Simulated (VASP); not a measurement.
Runs of VASP 6.6.1 on O. It takes space group P4/mmm (No. 123, tetragonal). The conventional cell has a = 1.776 Å, b = 1.776 Å, c = 3.053 Å, α = 90.00°, β = 90.00°, γ = 90.00°. O (site symmetry 4/mmm) has 4 O at 1.78 Å within 2.4 Å. 

| smearing | gap on the mesh (eV) | pressure (GPa) |
| --- | --- | --- |
| fermi-dirac 0.25 eV | none | (a) |
| fermi-dirac 0.05 eV | none | -1.3 |
| fermi-dirac 0.15 eV | none | -0.7 |
| fermi-dirac 0.025 eV | none | -1.3 |
| fermi-dirac 0.1 eV | none | -1.0 |

Alike in all rows: task single point; level r2SCAN; potentials or basis VASP PAW PBE potentials, release 64 (O); no spin polarisation; cell as given; k mesh 18 × 18 × 11; cutoff (eV) 660.

Task: Estimate the missing entries.

Result: (a) 0.1.

Caveats: the PAW data sets were made with another functional, which shifts forces and pressure a little.

A gap of «none» marks levels without a gap at the run's occupations.
